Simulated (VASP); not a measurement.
Here is a VASP 6.6.1 calculation.

The input INCAR:

```
PREC = Accurate
ENCUT = 600
EDIFF = 1E-6
ISMEAR = 1
SIGMA = 0.1
LREAL = False
LASPH = True
NELM = 60
ALGO = Normal
ISIF = 8
LWAVE = False
LCHARG = False
GGA = PS
IBRION = 2
NSW = 80
EDIFFG = -0.02
```

KPOINTS

```
Automatic mesh
0
Gamma
  11 11 6
```

File POSCAR:

```
Pt
1.0
    2.7606700000      0.0000000000      0.0000000000
   -1.3803300000      2.3908100000      0.0000000000
    0.0000000000      0.0000000000      4.7921300000
Pt
2
Direct
    0.6666666667      0.3333333333      0.7500000000
    0.3333333333      0.6666666667      0.2500000000
```

Potentials or basis: VASP PAW PBE potentials, release 64 (Pt).

Command:

```sh
$ cat potpaw_PBE.64/Pt/POTCAR > POTCAR
$ mpirun -np 1 vasp_std > vasp.out
```

**Question.** Estimate the relaxed volume.

**Answer.** 15.14 Å³/atom.

**Question.** Predict the space group after relaxing (to 0.05 Å).

**Answer.** P6_3/mmc (No. 194).

Final structure:
```xyz
2
Lattice="2.7208 0.0000 0.0000 -1.3604 2.3563 0.0000 0.0000 0.0000 4.7230" Properties=species:S:1:pos:R:3 pbc="T T T"
Pt    1.3604    0.7854    3.5422
Pt    0.0000    1.5709    1.1807
```

Caveat: the PAW data sets were made with another functional, which shifts forces and pressure a little.
